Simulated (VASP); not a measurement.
# Pd: single point with RPBE

Pd:

```
CELL_PARAMETERS angstrom
-1.64550 1.64550 1.64550
1.64550 -1.64550 1.64550
1.64550 1.64550 -1.64550
ATOMIC_POSITIONS crystal
Pd 0.00000 0.00000 0.00000
```

This isn't the form of Pd at room conditions, which is fcc.

```json
{"Program": "VASP 6.6.1", "Task": "single point", "Functional": "RPBE", "Potentials or basis": "VASP PAW PBE potentials, release 64 (Pd)", "Cutoff": "520 eV", "k mesh": "16 × 16 × 16", "Occupations": "fermi-dirac, width 0.05 eV", "Spin": "collinear spin", "Starting moments": "[0.5] μB"}
```

```yaml
Pressure: -12.0 GPa
Band_gap_on_the_k_mesh: zero (filled and empty bands overlap)
Net_moment: 0.00 μB per cell
Valence_electrons_inside_the_program's_atomic_spheres: Pd 9.14
```

Levels at points of the mesh, in eV from the Fermi level:
Spin up:
| k point | band 3 | band 4 | band 5 | band 6 | band 7 | band 8 |
| --- | --- | --- | --- | --- | --- | --- |
| (0.00, 0.00, 0.00) | -2.20 | -2.20 | -0.72 | -0.72 | 18.84 | 18.84 |
| (0.50, 0.00, 0.00) | -0.78 | -0.56 | 0.41 | 1.76 | 6.54 | 14.59 |
| (0.50, 0.50, 0.50) | 0.13 | 0.13 | 0.13 | 8.60 | 8.60 | 8.60 |
Spin down:
```tsv
k point	band 3	band 4	band 5	band 6	band 7	band 8
(0.00, 0.00, 0.00)	-2.20	-2.20	-0.72	-0.72	18.84	18.84
(0.50, 0.00, 0.00)	-0.78	-0.56	0.41	1.76	6.54	14.59
(0.50, 0.50, 0.50)	0.13	0.13	0.13	8.60	8.60	8.60
```

Run time: 3.5 min on 1 thread of Intel Xeon 8259CL, on a shared host, peak memory 0.16 GiB.

Caveat: the cell stands under tension; the PAW data sets were made with another functional, which shifts forces and pressure a little.
